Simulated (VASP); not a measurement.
# W in VASP: notebook

W is run at these levels: r2SCAN, PBE; tasks: electric field gradients.

All numbers are computed with VASP 6.6.1; they aren't measurements. Logs are shortened: lines on timing, memory, paths and dates and some standing lists are left out, and cuts for length are marked.

## (1) The cell of the first run

Symmetry: Fm-3m, No. 225, cubic system. Conventional cell: a = 4.060 Å, b = 4.060 Å, c = 4.060 Å, α = 90.00°, β = 90.00°, γ = 90.00°. W (site symmetry m-3m) has 12 W at 2.87 Å within 3.8 Å.

## (2) Electric field gradients, r2SCAN

POSCAR reads:

```
W
1.0
    0.0000000000      2.0300000000      2.0300000000
    2.0300000000      0.0000000000      2.0300000000
    2.0300000000      2.0300000000      0.0000000000
W
1
Direct
    0.0000000000      0.0000000000      0.0000000000
```

INCAR.step1 reads:

```
  PREC = Accurate
  ENCUT = 520
  ISMEAR = -1
  SIGMA = 0.05
  LREAL = False
  LASPH = True
  NELM = 100
  NBANDS = 13
  GGA = PE
  ALGO = Normal
  EDIFF = 1E-4
  LWAVE = True
  LCHARG = False
```

INCAR.step2 reads:

```
  PREC = Accurate
  ENCUT = 520
  EDIFF = 1E-8
  ISMEAR = -1
  SIGMA = 0.05
  LREAL = False
  LASPH = True
  NELM = 100
  ALGO = Normal
  ISIF = 2
  LWAVE = False
  LCHARG = False
  METAGGA = R2SCAN
  LMIXTAU = True
  LEFG = True
  NBANDS = 13
  ISTART = 1
```

KPOINTS reads:

```
regular mesh
0
Gamma
  14 14 14
```

Potentials or basis: VASP PAW PBE potentials, release 64 (W_sv).

Command:

```sh
cat potpaw_PBE.64/W_sv/POTCAR > POTCAR
cp INCAR.step1 INCAR
mpirun -np 1 vasp_std > vasp.out
cp INCAR.step2 INCAR
mpirun -np 1 vasp_std > vasp.out
```

OUTCAR:

```text
PREC = Accurate
   ENCUT = 520
   EDIFF = 1E-8
   ISMEAR = -1
   LREAL = False
   LASPH = True
   NELM = 100
   ISIF = 2
   METAGGA = R2SCAN
   ISTART = 1

 ion  position               nearest neighbor table
   1  0.000  0.000  0.000-

  LATTYP: Found a face centered cubic cell.
 ALAT       =     4.0600000000

  Lattice vectors:

 A1 = (   0.0000000000,   2.0300000000,   2.0300000000)
 A2 = (   2.0300000000,   0.0000000000,   2.0300000000)
 A3 = (   2.0300000000,   2.0300000000,   0.0000000000)

Analysis of symmetry for initial positions (statically):
=====================================================================
 Subroutine PRICEL returns:
 Original cell was already a primitive cell.

 Routine SETGRP: Setting up the symmetry group for a
 face centered cubic supercell.

 Subroutine GETGRP returns: Found 48 space group operations
 (whereof 48 operations were pure point group operations)
 out of a pool of 48 trial point group operations.

The static configuration has the point symmetry O_h .

Analysis of symmetry for dynamics (positions and initial velocities):
=====================================================================
 Subroutine PRICEL returns:
 Original cell was already a primitive cell.

 Routine SETGRP: Setting up the symmetry group for a
 face centered cubic supercell.

 Subroutine GETGRP returns: Found 48 space group operations
 (whereof 48 operations were pure point group operations)
 out of a pool of 48 trial point group operations.

The dynamic configuration has the point symmetry O_h .

 Subroutine INISYM returns: Found 48 space group operations
 (whereof 48 operations are pure point group operations),
 and found     1 'primitive' translations

----------------------------------------------------------------------------------------

                                     Primitive cell

  volume of cell :      16.7309

  direct lattice vectors                    reciprocal lattice vectors
     0.000000000  2.030000000  2.030000000    -0.246305419  0.246305419  0.246305419
     2.030000000  0.000000000  2.030000000     0.246305419 -0.246305419  0.246305419
     2.030000000  2.030000000  0.000000000     0.246305419  0.246305419 -0.246305419

  length of vectors
     2.870853532  2.870853532  2.870853532     0.426613499  0.426613499  0.426613499

  position of ions in fractional coordinates (direct lattice)
     0.000000000  0.000000000  0.000000000

  ion indices of the primitive-cell ions
   primitive index   ion index
                 1           1

----------------------------------------------------------------------------------------

 KPOINTS: regular mesh

Automatic generation of k-mesh.
 Grid dimensions read from file:
 generate k-points for:   14   14   14

 Generating k-lattice:

  Cartesian coordinates                     Fractional coordinates (reciprocal lattice)
    -0.017593244  0.017593244  0.017593244     0.071428571  0.000000000  0.000000000
     0.017593244 -0.017593244  0.017593244     0.000000000  0.071428571  0.000000000
     0.017593244  0.017593244 -0.017593244     0.000000000  0.000000000  0.071428571

  Length of vectors
     0.030472393  0.030472393  0.030472393

  Shift w.r.t. Gamma in fractional coordinates (k-lattice)
     0.000000000  0.000000000  0.000000000

 Subroutine IBZKPT returns following result:
 ===========================================

 Found    104 irreducible k-points:

 Following reciprocal coordinates:
            Coordinates               Weight
  0.000000  0.000000  0.000000      1.000000
  0.071429  0.000000  0.000000      8.000000
  0.142857  0.000000  0.000000      8.000000
  0.214286  0.000000  0.000000      8.000000
  0.285714  0.000000  0.000000      8.000000
  0.357143  0.000000  0.000000      8.000000
[... 16 lines left out ...]
  0.214286  0.142857  0.000000     24.000000
  0.285714  0.142857  0.000000     24.000000
 [... further k-points ...]
   k-points           NKPTS =    104   k-points in BZ     NKDIM =    104   number of bands    NBANDS=     13
   number of dos      NEDOS =    301   number of ions     NIONS =      1
   total plane-waves  NPLWV =  13824
   dimension x,y,z NGX =    24 NGY =   24 NGZ =   24
   dimension x,y,z NGXF=    48 NGYF=   48 NGZF=   48
   ions per type =               1
   NGX,Y,Z   is equivalent  to a cutoff of  13.90, 13.90, 13.90 a.u.
   NGXF,Y,Z  is equivalent  to a cutoff of  27.80, 27.80, 27.80 a.u.
 SYSTEM =  unknown system
   PREC   = accura    normal or accurate (medium, high low for compatibility)
   ISTART =      1    job   : 0-new  1-cont  2-samecut
   ICHARG =      0    charge: 1-file 2-atom 10-const
   ISPIN  =      1    spin polarized calculation?
   LNONCOLLINEAR =      F non collinear calculations
   LSORBIT =      F    spin-orbit coupling
   LASPH  =      T    aspherical Exc in radial PAW
   ENCUT  =  520.0 eV  38.22 Ry    6.18 a.u.   5.34  5.34  5.34*2*pi/ulx,y,z
   NELM   =    100;   NELMIN=  2; NELMDL=  0     # of ELM steps
   EDIFF  = 0.1E-07   stopping-criterion for ELM
   LREAL  =      F    real-space projection
   EDIFFG = 0.1E-06   stopping-criterion for IOM
   NSW    =      0    number of steps for IOM
   IBRION =     -1    ionic relax: 0-MD 1-quasi-New 2-CG
   NFREE  =      0    steps in history (QN), initial steepest desc. (CG)
   ISIF   =      2    stress and relaxation
   ISYM   =      2    0-nonsym 1-usesym 2-fastsym
   POTIM  = 0.5000    time-step for ionic-motion
   TEBEG  =    0.0;   TEEND  =   0.0 temperature during run
   PSTRESS=    0.0 pullay stress
   NELECT =      14.0000    total number of electrons
   NUPDOWN=      -1.0000    fix difference up-down
   EMIN   =  10.00;   EMAX   =-10.00  energy-range for DOS
   EFERMI =   0.00;   METHOD = LEGACY
   ISMEAR =    -1;   SIGMA  =   0.05  broadening in eV -4-tet -1-fermi 0-gaus
   EFERMI_NEDOS =   21; number of points for ismear=-14 and -15
   IALGO  =     38    algorithm
   IMIX   =      4    mixing-type and parameters
     AMIX     =   0.40;   BMIX     =  1.00
     AMIX_MAG =   1.60;   BMIX_MAG =  1.00
  volume/ion in A,a.u.               =      16.73       112.91
  Fermi-wavevector in a.u.,A,eV,Ry     =   1.542688  2.915258 32.380324  2.379887
  Thomas-Fermi vector in A             =   2.648457
   LORBIT       =      0    0 simple, 1 ext, 2 COOP (PROOUT), +10 PAW based schemes
   METAGGA = R2SCAN    functional components
   LHFCALC =     F    Hartree Fock is set to
   AEXX    =    0.0000 exact exchange contribution
   IVDW    =     0    specifies the selected vdW correction
   LEPSILON=     F    determine dielectric tensor
   LRPA    =     F    only Hartree local field effects (RPA)
 non-spin polarized calculation
  energy-cutoff  :      520.00
  volume of cell :       16.73
 maximum number of plane-waves:       464
 NGX is ok and might be reduce to    24
   NGX = 11   NGY = 11   NGZ = 11

 number of electron      14.0000002 magnetization

 Free energy of the ion-electron system (eV)
  ---------------------------------------------------
  ext. energy  EPLUGINS =         0.00000000
  ---------------------------------------------------
  free energy    TOTEN  =       -50.78927776 eV

  energy without entropy =      -50.77810930  energy(sigma->0) =      -50.78369353

 E-fermi :  10.0642     XC(G=0): -14.6091

 val. band max:       10.0398503014   @ k =  -0.4286   0.0714   0.0000
 cond. band min:      10.0708549663   @ k =   0.2143   0.0714   0.0000
 fundamental gap:      0.0310046649
 Fermi energy:        10.0641939106

 k-point     1 :       0.0000    0.0000    0.0000
  band No.  band energies     occupation
      1     -65.5824      2.00000
      2     -28.5427      2.00000
      3     -28.5427      2.00000
      4     -28.5427      2.00000
      5       0.6975      2.00000
      6       9.5131      1.99997
      7       9.5131      1.99997
      8       9.5131      1.99997
      9      12.8098      0.00000
     10      12.8098      0.00000
     11      23.4188      0.00000
     12      28.9921      0.00000
     13      28.9921      0.00000

 k-point     2 :       0.0714    0.0000    0.0000
  band No.  band energies     occupation
      1     -65.5769      2.00000
      2     -28.6032      2.00000
      3     -28.5504      2.00000
      4     -28.5504      2.00000
      5       0.9259      2.00000
      6       9.3333      2.00000
      7       9.6188      1.99973
      8       9.6188      1.99973
      9      12.7152      0.00000
     10      12.7152      0.00000
     11      23.8764      0.00000
[... 339 lines left out ...]
 k-point    24 :       0.2857    0.1429    0.0000
  band No.  band energies     occupation
      1     -65.5170      2.00000
      2     -29.1256      2.00000
      3     -28.6995      2.00000
      4     -28.6881      2.00000
      5       3.5029      2.00000
      6       7.6998      2.00000
      7       9.7830      1.99280
      8      10.7155      0.00000
      9      12.1192      0.00000
     10      13.8380      0.00000
     11      25.2608      0.00000
     12      28.1791      0.00000
     13      30.5979      0.00000

 [... further k-points ...]
[... 5 lines left out ...]
  --------------------------------------------------------------------------------------
  -------------------------------------------------------------------------------------
  Total       -0.8205663     -0.8205663     -0.8205663      0.0000000     -0.0000000      0.0000000
  in kB      -78.5789340    -78.5789340    -78.5789340      0.0000000     -0.0000000      0.0000000
  external PRESSURE =     -78.5789340 kB  Pullay stress =       0.0000000 kB

 VOLUME and BASIS-vectors are now :
 -----------------------------------------------------------------------------
  energy-cutoff  :      520.00
  volume of cell :       16.73
      direct lattice vectors                 reciprocal lattice vectors
     0.000000000  2.030000000  2.030000000    -0.246305419  0.246305419  0.246305419
     2.030000000  0.000000000  2.030000000     0.246305419 -0.246305419  0.246305419
     2.030000000  2.030000000  0.000000000     0.246305419  0.246305419 -0.246305419

 POSITION                                       TOTAL-FORCE (eV/Angst)
 -----------------------------------------------------------------------------------
      0.00000      0.00000      0.00000         0.000000      0.000000     -0.000000
 -----------------------------------------------------------------------------------
    total drift:                                0.000000      0.000000     -0.000000

  FREE ENERGIE OF THE ION-ELECTRON SYSTEM (eV)
  ---------------------------------------------------
  free  energy   TOTEN  =       -50.7892777562 eV

  energy  without entropy=      -50.7781093039  energy(sigma->0) =      -50.78369353

 Electric field gradients (V/A^2)
---------------------------------------------------------------------
 ion       V_xx      V_yy      V_zz      V_xy      V_xz      V_yz
---------------------------------------------------------------------
   1       0.000     0.000     0.000    -0.000    -0.000    -0.000
---------------------------------------------------------------------

 Electric field gradients after diagonalization (V/A^2)
 (convention: |V_zz| > |V_xx| > |V_yy|)
----------------------------------------------------------------------
 ion       V_xx      V_yy      V_zz     asymmetry (V_yy - V_xx)/ V_zz
----------------------------------------------------------------------
   1       0.000     0.000    -0.001       0.000
----------------------------------------------------------------------

           NMR quadrupolar parameters

 Cq : quadrupolar parameter    Cq=e*Q*V_zz/h
 eta: asymmetry parameters     (V_yy - V_xx)/ V_zz
 Q  : nuclear electric quadrupole moment in mb (millibarn)
----------------------------------------------------------------------
 ion       Cq(MHz)       eta       Q (mb)
----------------------------------------------------------------------
   1      -0.000       0.000       1.000
----------------------------------------------------------------------
```

It used 46 s of CPU time on 1 thread of Intel(R) Xeon(R) Platinum 8488C (Sapphire Rapids), with other jobs on the host.

What came out:

| Item | Value |
| --- | --- |
| Free energy | -50.7893 eV |
| Pressure | -7.9 GPa |
| Band gap on the k mesh | zero (band 7 reaches 12.98 eV, above the bottom of band 8 at 9.51 eV) |

Caveat: without QUAD_EFG the Cq values of the log hold for a quadrupole moment of 1 mb, not for the nuclei; the PAW data sets were made with another functional, which shifts forces and pressure a little; spin-orbit coupling is left out, which moves the levels of the heavy elements.

## (3) Electric field gradients, PBE, non-collinear spin, zero start, spin-orbit coupling

INCAR reads:

```
ALGO = Normal
EDIFF = 1E-8
ENCUT = 520
GGA = PE
GGA_COMPAT = False
ISIF = 2
ISMEAR = -1
LASPH = True
LCHARG = False
LEFG = True
LMAXMIX = 4
LORBIT = 11
LORBMOM = True
LREAL = False
LSORBIT = True
LWAVE = False
MAGMOM = 0 0 0
NBANDS = 25
NELM = 150
PREC = Accurate
SIGMA = 0.05
```

KPOINTS reads:

```
k-points
0
Gamma
  14 14 14
```

POSCAR is that of step 2.

Potentials or basis: VASP PAW PBE potentials, release 64 (W_sv).

Command:

```sh
cat potpaw_PBE.64/W_sv/POTCAR > POTCAR
mpirun -np 1 vasp_ncl > vasp.out
```

OUTCAR:

```text
EDIFF = 1E-8
   ENCUT = 520
   GGA = PE
   ISIF = 2
   ISMEAR = -1
   LASPH = True
   LORBIT = 11
   LREAL = False
   LSORBIT = True
   NELM = 150
   PREC = Accurate

 ion  position               nearest neighbor table
   1  0.000  0.000  0.000-

  LATTYP: Found a face centered cubic cell.
 ALAT       =     4.0600000000

  Lattice vectors:

 A1 = (   0.0000000000,   2.0300000000,   2.0300000000)
 A2 = (   2.0300000000,   0.0000000000,   2.0300000000)
 A3 = (   2.0300000000,   2.0300000000,   0.0000000000)

Analysis of symmetry for initial positions (statically):
=====================================================================
 Subroutine PRICEL returns:
 Original cell was already a primitive cell.

 Routine SETGRP: Setting up the symmetry group for a
 face centered cubic supercell.

 Subroutine GETGRP returns: Found 48 space group operations
 (whereof 48 operations were pure point group operations)
 out of a pool of 48 trial point group operations.

The static configuration has the point symmetry O_h .

Analysis of symmetry for dynamics (positions and initial velocities):
=====================================================================
 Subroutine PRICEL returns:
 Original cell was already a primitive cell.

 Routine SETGRP: Setting up the symmetry group for a
 face centered cubic supercell.

 Subroutine GETGRP returns: Found 48 space group operations
 (whereof 48 operations were pure point group operations)
 out of a pool of 48 trial point group operations.

The dynamic configuration has the point symmetry O_h .

Analysis of structural, dynamic, and magnetic symmetry:
=====================================================================
 Subroutine PRICEL returns:
[... 871 lines left out ...]
---------------------------------------------------------------------
 ion       V_xx      V_yy      V_zz      V_xy      V_xz      V_yz
---------------------------------------------------------------------
   1      -0.000    -0.000     0.000    -0.000    -0.000    -0.000
---------------------------------------------------------------------

 Electric field gradients after diagonalization (V/A^2)
 (convention: |V_zz| > |V_xx| > |V_yy|)
----------------------------------------------------------------------
 ion       V_xx      V_yy      V_zz     asymmetry (V_yy - V_xx)/ V_zz
----------------------------------------------------------------------
   1       0.000     0.000    -0.001       0.000
----------------------------------------------------------------------

           NMR quadrupolar parameters

 Cq : quadrupolar parameter    Cq=e*Q*V_zz/h
 eta: asymmetry parameters     (V_yy - V_xx)/ V_zz
 Q  : nuclear electric quadrupole moment in mb (millibarn)
----------------------------------------------------------------------
 ion       Cq(MHz)       eta       Q (mb)
----------------------------------------------------------------------
   1      -0.000       0.000       1.000
----------------------------------------------------------------------

 orbital moment (x)

 # of ion     p       d       tot
 ----------------------------------------
  1         0.000  -0.000  -0.000
 ----------------------------------------
            0.000  -0.000  -0.000

 orbital moment (y)

 # of ion     p       d       tot
 ----------------------------------------
  1         0.000   0.000   0.000
 ----------------------------------------
            0.000   0.000   0.000

 orbital moment (z)

 # of ion     p       d       tot
 ----------------------------------------
  1        -0.000   0.000  -0.000
 ----------------------------------------
           -0.000   0.000  -0.000

 Spin-Orbit-Coupling matrix elements

 Ion:    1  E_soc:     -1.7187875
 l=   1
     0.0000000    -0.2304060    -0.2304060
    -0.2304060     0.0000000    -0.2304060
    -0.2304060    -0.2304060     0.0000000
 l=   2
     0.0000000    -0.0132759     0.0000000    -0.0132759    -0.0427827
    -0.0132759     0.0000000    -0.0320870    -0.0132759    -0.0106957
     0.0000000    -0.0320870     0.0000000    -0.0320870     0.0000000
    -0.0132759    -0.0132759    -0.0320870     0.0000000    -0.0106957
    -0.0427827    -0.0106957     0.0000000    -0.0106957     0.0000000
 l=   3
     0.0000000     0.0000000     0.0000000     0.0000000     0.0000000     0.0000000     0.0000000
     0.0000000     0.0000000     0.0000000     0.0000000     0.0000000     0.0000000     0.0000000
     0.0000000     0.0000000     0.0000000     0.0000000     0.0000000     0.0000000     0.0000000
     0.0000000     0.0000000     0.0000000     0.0000000     0.0000000     0.0000000     0.0000000
     0.0000000     0.0000000     0.0000000     0.0000000     0.0000000     0.0000000     0.0000000
     0.0000000     0.0000000     0.0000000     0.0000000     0.0000000     0.0000000     0.0000000
     0.0000000     0.0000000     0.0000000     0.0000000     0.0000000     0.0000000     0.0000000

 total charge

# of ion       s       p       d       tot
------------------------------------------
    1        2.402   6.305   3.294  12.002

 magnetization (x)

# of ion       s       p       d       tot
------------------------------------------
    1        0.000  -0.000  -0.000  -0.000

 magnetization (y)

# of ion       s       p       d       tot
------------------------------------------
    1       -0.000   0.000  -0.000  -0.000

 magnetization (z)

# of ion       s       p       d       tot
------------------------------------------
    1       -0.000   0.000   0.000   0.000
```

stdout:

```text
POSCAR found type information on POSCAR W
 POSCAR found :  1 types and       1 ions
 scaLAPACK will be used
 LDA part: xc-table for (Slater+PW92), standard interpolation
 POSCAR, INCAR and KPOINTS ok, starting setup
 FFT: planning ... GRIDC
 FFT: planning ... GRID_SOFT
 FFT: planning ... GRID
 WAVECAR not read
 entering main loop
ion   1
```

It used 58 s of CPU time on 1 thread of Intel(R) Xeon(R) Platinum 8488C (Sapphire Rapids), on a shared host.

What came out:

| Quantity | Value |
| --- | --- |
| Free energy | -13.3428 eV |
| Pressure | -3.0 GPa |
| Net moment | 0.00 μB per cell |
| Valence electrons inside the program's atomic spheres | W 12.00 |

Moments on the atoms (μB; x, y, z):
```
W   0.00 0.00 0.00
```

Caveat: without QUAD_EFG the Cq values of the log hold for a quadrupole moment of 1 mb, not for the nuclei.

(Part 1 of 2 ends here.)
